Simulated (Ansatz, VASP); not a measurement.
## One calculation of P, two programs

```
P
1.0
     0.00000   -4.81452    0.00000
    -4.81452    0.00000    0.00000
     0.00000    0.00000   -4.81474
P
8
Direct
  0.50000 0.50000 0.50000
  0.50000 0.50000 0.00000
  0.00000 0.50000 0.50000
  0.00000 0.50000 0.00000
  0.50000 0.00000 0.50000
  0.50000 0.00000 0.00000
  0.00000 0.00000 0.50000
  0.00000 0.00000 0.00000
```

Alike in both runs: task single point; functional PBE; dispersion D3(BJ); k mesh 12 × 12 × 12; occupations gaussian, width 0.15 eV; no spin polarisation.

|  | VASP | Ansatz |
| --- | --- | --- |
| version | VASP 6.6.1 | Ansatz 0.2.0 |
| potentials or method | VASP PAW PBE potentials, release 64 (P), cutoff 520 eV | scalar-relativistic, plane waves, PAW |
| valence electrons in the cell | 40 | 40 |

|  | VASP | Ansatz | Ansatz less VASP |
| --- | --- | --- | --- |
| gap on the k mesh at the Fermi level (eV) | none | none | - |
| pressure (GPa) | -0.4 | 0.0 | +0.34 |

A gap of «none» marks a metal or a gap that the smearing closes. Ansatz's warnings: near symmetry operations not taken.
